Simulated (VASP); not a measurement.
The system is Hg.

```
Hg
1.0
     2.23398   -2.04586    0.00000
     2.23398    2.04586    0.00000
    -0.34874    0.00000    3.03980
Hg
1
Direct
  0.50000 0.50000 0.50000
```

```yaml
Program: VASP 6.6.1
Task: relaxation of cell and atoms
Functional: PBE
Potentials_or_basis: VASP PAW PBE potentials, release 64 (Hg)
Cutoff: 600 eV
k_mesh: 14 × 14 × 14
Occupations: gaussian, width 0.1 eV
Spin: no spin polarisation
```

At the start: pressure 1.6 GPa; volume 27.79 Å³/atom.

Q: Where does the relaxation end?

A: Over 30 steps the energy falls by 9.6 meV/atom and the volume is 29.50 Å³/atom (+6.2 %); space group R-3m (No. 166, to 0.1 Å) before and after.

The path:
```
step  energy change (eV)  largest force (eV/Å)  pressure (GPa)  volume (Å³)
   1              0.0000                0.0000            1.60        27.79
   2             -0.0077                0.0000            0.56        28.92
   3             -0.0090                0.0000           -0.19        30.12
   4             -0.0092                0.0000           -0.07        29.82
   5             -0.0092                0.0000            0.09        29.69
   6             -0.0092                0.0000           -0.05        29.77
   7             -0.0092                0.0000            0.04        29.72
   8             -0.0092                0.0000            0.00        29.71
   9             -0.0092                0.0000            0.05        29.68
  10             -0.0092                0.0000           -0.01        29.70
  11             -0.0093                0.0000           -0.02        29.72
  12             -0.0093                0.0000           -0.07        29.76
  13             -0.0093                0.0000            0.02        29.74
  14             -0.0093                0.0000           -0.04        29.75
  15             -0.0093                0.0000            0.01        29.73
  16             -0.0093                0.0000            0.04        29.70
  17             -0.0093                0.0000            0.00        29.63
  18             -0.0094                0.0000            0.02        29.50
  19             -0.0094                0.0000            0.06        29.49
  20             -0.0094                0.0000            0.07        29.47
  21             -0.0095                0.0000           -0.02        29.50
  22             -0.0095                0.0000           -0.05        29.54
  23             -0.0095                0.0000           -0.13        29.62
  24             -0.0095                0.0000            0.00        29.57
  25             -0.0095                0.0000           -0.08        29.59
  26             -0.0096                0.0000           -0.01        29.56
  27             -0.0096                0.0000           -0.01        29.53
  28             -0.0096                0.0000            0.03        29.49
  29             -0.0096                0.0000           -0.05        29.52
  30             -0.0096                0.0000            0.00        29.50
```

Final structure:
```
Hg
1.0
     2.33804   -2.05484   -0.06316
     2.33804    2.05484   -0.06316
    -0.44901    0.00000    3.08245
Hg
1
Direct
  0.50000 0.50000 0.50000
```
